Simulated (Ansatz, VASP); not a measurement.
# One calculation of Ge, two programs

```
Ge
1.0
     3.03433    0.00000    0.00000
    -1.51717    2.62781    0.00000
     0.00000    0.00000    5.15261
Ge
2
Direct
  0.33333 0.66667 0.25000
  0.66667 0.33333 0.75000
```

Change from the starting cell: volume scaled by 1.06, crystal datasets.

Alike in both runs: task electric field gradients; functional PBE; k mesh 15 × 15 × 8; occupations fermi-dirac, width 0.05 eV; no spin polarisation.

```csv
,VASP,Ansatz
version,VASP 6.6.1,Ansatz 0.2.0
potentials or method,"VASP PAW PBE potentials, release 64 (Ge_d), cutoff 520 eV","all-electron PAW with datasets made for the crystal, scalar-relativistic"
```

```tsv
	VASP	Ansatz	Ansatz less VASP
pressure (GPa)	-3.4	-3.3	+0.01
size of Vzz on the site where it differs most (V/Å²)	3.7	4.0	+0.35
```

Ansatz ran all-electron here, and VASP with PAW potentials.
